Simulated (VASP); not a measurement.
Write the native input for VASP 6.6.1 that does the following.

```
Task                   : single point
Functional             : BLYP
Dispersion             : D4
Potentials or basis    : VASP PAW PBE potentials, release 64 (Pb_d, Se)
Cutoff                 : 520 eV
k mesh                 : 8 × 8 × 8
Occupations            : fermi-dirac, width 0.05 eV
Spin                   : no spin polarisation
Dipole correction      : no
Further INCAR settings : ALGO = Normal; EDIFF = 1e-06; NBANDS = 17
```

The structure of PbSe (Clausthalite) lies in POSCAR:

```
PbSe
1.0
    0.0000000000      3.1652933721      3.1652933721
    3.1652933721      0.0000000000      3.1652933721
    3.1652933721      3.1652933721      0.0000000000
Pb Se
1 1
Direct
    0.0000000000      0.0000000000      0.0000000000
    0.5000000000      0.5000000000      0.5000000000
```

One way to write it, as run:

INCAR

```
SYSTEM = PbSe
  PREC = Accurate
  ENCUT = 520
  EDIFF = 1E-6
  ISMEAR = -1
  SIGMA = 0.05
  LREAL = .False.
  LASPH = .True.
  NELM = 100
  ALGO = Normal
  ISIF = 2
  LWAVE = .False.
  LCHARG = .True.
  GGA = B5
  ALDAX = 1.0
  AGGAX = 1.0
  AGGAC = 1.0
  ALDAC = 0.0
  IVDW = 13
  VDW_S6 = 1.0
  VDW_S8 = 2.34076671
  VDW_A1 = 0.44488865
  VDW_A2 = 4.0933009
  LELF = .True.
  LVHAR = .True.
  NBANDS = 17
```

KPOINTS

```
Automatic mesh
0
Gamma
  8 8 8
  0 0 0
```

Potentials or basis: VASP PAW PBE potentials, release 64 (Pb_d, Se).

The run is started by

```sh
$ cat potpaw_PBE.64/Pb_d/POTCAR potpaw_PBE.64/Se/POTCAR > POTCAR
$ mpirun -np 1 vasp_std > vasp.out
```

Results of the run:

```json
{
  "Pressure": "0.1 GPa",
  "Band gap on the k mesh": "0.65 eV, direct",
  "Dispersion energy per atom": "-0.723 eV"
}
```

Caveat: the PAW data sets were made with another functional, which shifts forces and pressure a little; spin-orbit coupling is left out, which moves the levels of the heavy elements.

Run time: 42 s on 1 thread of Intel Xeon 6975P-C (shared host), peak memory 0.22 GiB.
